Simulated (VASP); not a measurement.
Here is a VASP 6.6.1 calculation.

File INCAR:

```
SYSTEM = YAlSe3
ALGO = Normal
EDIFF = 1E-6
ENCUT = 520
GGA = PE
ISIF = 2
ISMEAR = 0
LASPH = .TRUE.
LCHARG = .TRUE.
LELF = .TRUE.
LREAL = .FALSE.
LVHAR = .TRUE.
LWAVE = .FALSE.
NBANDS = 24
NELM = 80
PREC = Accurate
SIGMA = 0.1
```

KPOINTS

```
k-points
0
G
  4 4 4
  0 0 0
```

The input POSCAR:

```
YAlSe3
1.0
    5.4822366848      0.0000000000      0.0000000000
    0.0000000000      5.4822366848      0.0000000000
    0.0000000000      0.0000000000      5.4822366848
Y Al Se
1 1 3
Direct
    0.5000000000      0.5000000000      0.5000000000
    0.0000000000      0.0000000000      0.0000000000
    0.5000000000      0.0000000000      0.5000000000
    0.0000000000      0.5000000000      0.5000000000
    0.5000000000      0.5000000000      0.0000000000
```

Potentials or basis: VASP PAW PBE potentials, release 64 (Y_sv, Al, Se).

Run with:

```sh
$ cat potpaw_PBE.64/Y_sv/POTCAR potpaw_PBE.64/Al/POTCAR potpaw_PBE.64/Se/POTCAR > POTCAR
$ mpirun -np 1 vasp_std > vasp.out
```

Task: Estimate the band gap on the k mesh.

Result: Zero (band 16 reaches 1.44 eV, above the bottom of band 17 at 0.80 eV).

Task: Estimate the pressure.

Result: 0.2 GPa.
